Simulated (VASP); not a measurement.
# MgO (Fm-3m) in VASP: a series of runs

The runs below take MgO through single point, with PBE.

Program: VASP 6.6.1. These are calculated values, not measurements. Logs are shortened: lines on timing, memory, paths and dates and some standing lists are left out, and cuts for length are marked.

## 1. The cell of the first run

It takes space group Fm-3m (No. 225, cubic). Conventional cell: a = 4.194 Å, b = 4.194 Å, c = 4.194 Å, α = 90.00°, β = 90.00°, γ = 90.00°. Within 2.8 Å of Mg (site symmetry m-3m) lie 6 O at 2.10 Å. O (site symmetry m-3m) has 6 Mg at 2.10 Å within 2.8 Å.

## 2. Single point, PBE

INCAR

```
ALGO     = Normal         # electronic algorithm
EDIFF    = 1E-6           # SCF threshold, eV
ENCUT    = 520            # plane-wave cutoff, eV
GGA      = PE             # functional
ISIF     = 2              # what is computed and relaxed
ISMEAR   = 0              # smearing method
LASPH    = T              # aspherical terms in the spheres
LCHARG   = T              # write CHGCAR
LELF     = T              # ELF
LREAL    = F              # projectors in reciprocal space
LVHAR    = T            
LWAVE    = F              # write WAVECAR
NBANDS   = 11             # bands
NELM     = 60             # most SCF steps
PREC     = Accurate       # precision mode
SIGMA    = 0.03           # smearing width, eV
```

KPOINTS

```
k-points
0
Gamma
  11 11 11
```

POSCAR

```
MgO
1.0
    0.0000000000      2.0970013927      2.0970013927
    2.0970013927      0.0000000000      2.0970013927
    2.0970013927      2.0970013927      0.0000000000
Mg O
1 1
Direct
    0.0000000000      0.0000000000      0.0000000000
    0.5000000000      0.5000000000      0.5000000000
```

Potentials or basis: VASP PAW PBE potentials, release 64 (Mg, O).

Run with:

```
$ cat potpaw_PBE.64/Mg/POTCAR potpaw_PBE.64/O/POTCAR > POTCAR
$ mpirun -np 1 vasp_std > vasp.out
```

OUTCAR:

```text
EDIFF = 1E-6
   ENCUT = 520
   GGA = PE
   ISIF = 2
   ISMEAR = 0
   LASPH = T
   LREAL = F
   NELM = 60
   PREC = Accurate

 ion  position               nearest neighbor table
   1  0.000  0.000  0.000-   2 2.10   2 2.10   2 2.10   2 2.10   2 2.10   2 2.10
   2  0.500  0.500  0.500-   1 2.10   1 2.10   1 2.10   1 2.10   1 2.10   1 2.10

  LATTYP: Found a face centered cubic cell.
 ALAT       =     4.1940027854

  Lattice vectors:

 A1 = (   0.0000000000,   2.0970013927,   2.0970013927)
 A2 = (   2.0970013927,   0.0000000000,   2.0970013927)
 A3 = (   2.0970013927,   2.0970013927,   0.0000000000)

Analysis of symmetry for initial positions (statically):
=====================================================================
 Subroutine PRICEL returns:
 Original cell was already a primitive cell.

 Routine SETGRP: Setting up the symmetry group for a
 face centered cubic supercell.

 Subroutine GETGRP returns: Found 48 space group operations
 (whereof 48 operations were pure point group operations)
 out of a pool of 48 trial point group operations.

The static configuration has the point symmetry O_h .

Analysis of symmetry for dynamics (positions and initial velocities):
=====================================================================
 Subroutine PRICEL returns:
 Original cell was already a primitive cell.

 Routine SETGRP: Setting up the symmetry group for a
 face centered cubic supercell.

 Subroutine GETGRP returns: Found 48 space group operations
 (whereof 48 operations were pure point group operations)
 out of a pool of 48 trial point group operations.

The dynamic configuration has the point symmetry O_h .

 Subroutine INISYM returns: Found 48 space group operations
 (whereof 48 operations are pure point group operations),
 and found     1 'primitive' translations

----------------------------------------------------------------------------------------

                                     Primitive cell

  volume of cell :      18.4428

  direct lattice vectors                    reciprocal lattice vectors
     0.000000000  2.097001393  2.097001393    -0.238435702  0.238435702  0.238435702
     2.097001393  0.000000000  2.097001393     0.238435702 -0.238435702  0.238435702
     2.097001393  2.097001393  0.000000000     0.238435702  0.238435702 -0.238435702

  length of vectors
     2.965607810  2.965607810  2.965607810     0.412982751  0.412982751  0.412982751

  position of ions in fractional coordinates (direct lattice)
     0.000000000  0.000000000  0.000000000
     0.500000000  0.500000000  0.500000000

  ion indices of the primitive-cell ions
   primitive index   ion index
                 1           1
                 2           2

----------------------------------------------------------------------------------------

 KPOINTS: k-points

Automatic generation of k-mesh.
 Grid dimensions read from file:
 generate k-points for:   11   11   11

 Generating k-lattice:

  Cartesian coordinates                     Fractional coordinates (reciprocal lattice)
    -0.021675973  0.021675973  0.021675973     0.090909091  0.000000000  0.000000000
     0.021675973 -0.021675973  0.021675973     0.000000000  0.090909091  0.000000000
     0.021675973  0.021675973 -0.021675973     0.000000000  0.000000000  0.090909091

  Length of vectors
     0.037543886  0.037543886  0.037543886

  Shift w.r.t. Gamma in fractional coordinates (k-lattice)
     0.000000000  0.000000000  0.000000000

 Subroutine IBZKPT returns following result:
 ===========================================

 Found     56 irreducible k-points:

 Following reciprocal coordinates:
            Coordinates               Weight
  0.000000  0.000000  0.000000      1.000000
  0.090909  0.000000  0.000000      8.000000
  0.181818  0.000000  0.000000      8.000000
  0.272727  0.000000  0.000000      8.000000
  0.363636  0.000000  0.000000      8.000000
  0.454545  0.000000  0.000000      8.000000
[... 16 lines left out ...]
 -0.272727  0.181818  0.000000     24.000000
 -0.181818  0.181818  0.000000     12.000000
 [... further k-points ...]
   k-points           NKPTS =     56   k-points in BZ     NKDIM =     56   number of bands    NBANDS=     11
   number of dos      NEDOS =    301   number of ions     NIONS =      2
   total plane-waves  NPLWV =  13824
   dimension x,y,z NGX =    24 NGY =   24 NGZ =   24
   dimension x,y,z NGXF=    48 NGYF=   48 NGZF=   48
   ions per type =               1   1
   NGX,Y,Z   is equivalent  to a cutoff of  13.45, 13.45, 13.45 a.u.
   NGXF,Y,Z  is equivalent  to a cutoff of  26.91, 26.91, 26.91 a.u.
 SYSTEM =  unknown system
   PREC   = accura    normal or accurate (medium, high low for compatibility)
   ISTART =      0    job   : 0-new  1-cont  2-samecut
   ICHARG =      2    charge: 1-file 2-atom 10-const
   ISPIN  =      1    spin polarized calculation?
   LNONCOLLINEAR =      F non collinear calculations
   LSORBIT =      F    spin-orbit coupling
   LASPH  =      T    aspherical Exc in radial PAW
   ENCUT  =  520.0 eV  38.22 Ry    6.18 a.u.   5.51  5.51  5.51*2*pi/ulx,y,z
   NELM   =     60;   NELMIN=  2; NELMDL= -5     # of ELM steps
   EDIFF  = 0.1E-05   stopping-criterion for ELM
   LREAL  =      F    real-space projection
   EDIFFG = 0.1E-04   stopping-criterion for IOM
   NSW    =      0    number of steps for IOM
   IBRION =     -1    ionic relax: 0-MD 1-quasi-New 2-CG
   NFREE  =      0    steps in history (QN), initial steepest desc. (CG)
   ISIF   =      2    stress and relaxation
   ISYM   =      2    0-nonsym 1-usesym 2-fastsym
   POTIM  = 0.5000    time-step for ionic-motion
   TEBEG  =    0.0;   TEEND  =   0.0 temperature during run
   PSTRESS=    0.0 pullay stress
   NELECT =       8.0000    total number of electrons
   NUPDOWN=      -1.0000    fix difference up-down
   EMIN   =  10.00;   EMAX   =-10.00  energy-range for DOS
   EFERMI =   0.00;   METHOD = LEGACY
   ISMEAR =     0;   SIGMA  =   0.03  broadening in eV -4-tet -1-fermi 0-gaus
   EFERMI_NEDOS =   21; number of points for ismear=-14 and -15
   IALGO  =     38    algorithm
   IMIX   =      4    mixing-type and parameters
     AMIX     =   0.40;   BMIX     =  1.00
     AMIX_MAG =   1.60;   BMIX_MAG =  1.00
  volume/ion in A,a.u.               =       9.22        62.23
  Fermi-wavevector in a.u.,A,eV,Ry     =   1.239261  2.341864 20.895389  1.535768
  Thomas-Fermi vector in A             =   2.373752
   LORBIT       =      0    0 simple, 1 ext, 2 COOP (PROOUT), +10 PAW based schemes
   GGA     = PE    functional components
   LHFCALC =     F    Hartree Fock is set to
   AEXX    =    0.0000 exact exchange contribution
   IVDW    =     0    specifies the selected vdW correction
   LEPSILON=     F    determine dielectric tensor
   LRPA    =     F    only Hartree local field effects (RPA)
 non-spin polarized calculation
 Gauss-broadening in eV      SIGMA  =   0.03
  energy-cutoff  :      520.00
  volume of cell :       18.44
 maximum number of plane-waves:       531
 NGX is ok and might be reduce to    24
   NGX = 11   NGY = 11   NGZ = 11

 number of electron       8.0000004 magnetization

 Free energy of the ion-electron system (eV)
  ---------------------------------------------------
  ext. energy  EPLUGINS =         0.00000000
  ---------------------------------------------------
  free energy    TOTEN  =       -11.89769122 eV

  energy without entropy =      -11.89769122  energy(sigma->0) =      -11.89769122

 E-fermi :   3.4352     XC(G=0): -11.1399

 val. band max:        3.2844925301   @ k =   0.0000   0.0000   0.0000
 cond. band min:       8.1373565285   @ k =   0.0000   0.0000   0.0000
 fundamental gap:      4.8528639984
 Fermi energy:         3.4351719095

 k-point     1 :       0.0000    0.0000    0.0000
  band No.  band energies     occupation
      1     -14.0457      2.00000
      2       3.2845      2.00000
      3       3.2845      2.00000
      4       3.2845      2.00000
      5       8.1374      0.00000
      6      19.1572      0.00000
      7      19.1572      0.00000
      8      19.1572      0.00000
      9      23.1080      0.00000
     10      24.8974      0.00000
     11      24.8974      0.00000

 k-point     2 :       0.0909    0.0000    0.0000
  band No.  band energies     occupation
      1     -13.9559      2.00000
      2       2.7319      2.00000
      3       3.2270      2.00000
      4       3.2270      2.00000
      5       8.6683      0.00000
      6      18.0633      0.00000
      7      19.3622      0.00000
      8      19.3622      0.00000
      9      24.2781      0.00000
     10      24.2781      0.00000
     11      24.5764      0.00000

 k-point     3 :       0.1818    0.0000    0.0000
  band No.  band energies     occupation
      1     -13.7051      2.00000
      2       1.5531      2.00000
      3       3.0770      2.00000
      4       3.0770      2.00000
      5       9.7433      0.00000
      6      16.6180      0.00000
      7      19.8202      0.00000
      8      19.8202      0.00000
      9      23.5596      0.00000
     10      23.5596      0.00000
     11      25.7901      0.00000

 k-point     4 :       0.2727    0.0000    0.0000
  band No.  band energies     occupation
      1     -13.3505      2.00000
      2       0.2996      2.00000
      3       2.8892      2.00000
      4       2.8892      2.00000
      5      10.6896      0.00000
      6      15.8180      0.00000
      7      20.0595      0.00000
      8      20.0595      0.00000
      9      23.6991      0.00000
     10      23.6991      0.00000
     11      25.3354      0.00000
[... 239 lines left out ...]
 k-point    22 :      -0.3636    0.1818    0.0000
  band No.  band energies     occupation
      1     -12.6868      2.00000
      2      -0.7709      2.00000
      3       1.5310      2.00000
      4       2.5339      2.00000
      5      12.5916      0.00000
      6      15.6088      0.00000
      7      17.5220      0.00000
      8      20.5258      0.00000
      9      24.2946      0.00000
     10      24.8674      0.00000
     11      28.0885      0.00000

 k-point    23 :      -0.2727    0.1818    0.0000
  band No.  band energies     occupation
      1     -12.9285      2.00000
      2      -0.2585      2.00000
      3       1.7107      2.00000
      4       2.7120      2.00000
      5      12.2957      0.00000
      6      15.2667      0.00000
      7      18.0880      0.00000
      8      20.8219      0.00000
      9      22.9725      0.00000
     10      24.8107      0.00000
     11      28.2219      0.00000

 k-point    24 :      -0.1818    0.1818    0.0000
  band No.  band energies     occupation
      1     -13.2441      2.00000
      2       0.4003      2.00000
      3       2.1552      2.00000
      4       2.9025      2.00000
      5      11.4462      0.00000
      6      15.4013      0.00000
      7      18.9006      0.00000
      8      21.3903      0.00000
      9      21.4227      0.00000
     10      24.6943      0.00000
     11      28.0453      0.00000

 [... further k-points ...]

------------------------ aborting loop because EDIFF is reached ----------------------------------------

  FORCE on cell =-STRESS in cart. coord.  units (eV):
  Direction    XX          YY          ZZ          XY          YZ          ZX
  --------------------------------------------------------------------------------------
  -------------------------------------------------------------------------------------
  Total        0.7113038      0.7113038      0.7113038     -0.0000000     -0.0000000     -0.0000000
  in kB       61.7930425     61.7930425     61.7930425     -0.0000000     -0.0000000     -0.0000000
  external PRESSURE =      61.7930425 kB  Pullay stress =       0.0000000 kB

 VOLUME and BASIS-vectors are now :
 -----------------------------------------------------------------------------
  energy-cutoff  :      520.00
  volume of cell :       18.44
      direct lattice vectors                 reciprocal lattice vectors
     0.000000000  2.097001393  2.097001393    -0.238435702  0.238435702  0.238435702
     2.097001393  0.000000000  2.097001393     0.238435702 -0.238435702  0.238435702
     2.097001393  2.097001393  0.000000000     0.238435702  0.238435702 -0.238435702

 POSITION                                       TOTAL-FORCE (eV/Angst)
 -----------------------------------------------------------------------------------
      0.00000      0.00000      0.00000        -0.000000     -0.000000      0.000000
      2.09700      2.09700      2.09700         0.000000      0.000000     -0.000000
 -----------------------------------------------------------------------------------
    total drift:                               -0.000000     -0.000000      0.000000

  FREE ENERGIE OF THE ION-ELECTRON SYSTEM (eV)
  ---------------------------------------------------
  free  energy   TOTEN  =       -11.8976912185 eV

  energy  without entropy=      -11.8976912185  energy(sigma->0) =      -11.89769122
```

Run time: 11 s. Hardware: 1 thread of AMD EPYC 7R13 (Zen 3), shared host; peak memory 0.11 GiB.

What came out:

* Free energy: -11.8977 eV
* Pressure: 6.2 GPa
* Band gap on the k mesh: 4.85 eV, direct

## 3. Single point, PBE

INCAR

```
SYSTEM = MgO
  PREC = Accurate
  ENCUT = 520
  EDIFF = 1E-6
  ISMEAR = 0
  SIGMA = 0.028999999999999998
  LREAL = .False.
  LASPH = .True.
  NELM = 100
  ALGO = Normal
  ISIF = 2
  LWAVE = .False.
  LCHARG = .False.
  GGA = PE
  NBANDS = 11
```

KPOINTS

```
Automatic mesh
0
Gamma
  11 11 11
  0 0 0
```

POSCAR is that of step 2.

Potentials or basis: VASP PAW PBE potentials, release 64 (Mg, O).

Run with:

```
$ cat potpaw_PBE.64/Mg/POTCAR potpaw_PBE.64/O/POTCAR > POTCAR
$ mpirun -np 1 vasp_std > vasp.out
```

Wall time 10 s (1 thread of AMD EPYC 7R13 (Zen 3), shared host); peak memory 0.11 GiB.

Results (log left out):

| Quantity | Value |
| --- | --- |
| Free energy | -11.8977 eV |
| Pressure | 6.2 GPa |
| Band gap on the k mesh | 4.85 eV, direct |

Levels at points of the mesh, in eV from the valence-band top:
```csv
k point,band 2,band 3,band 4,band 5,band 6,band 7
"(0.00, 0.00, 0.00)",0.00,0.00,0.00,4.85,15.87,15.87
```

(Part 1 of 2 ends here.)
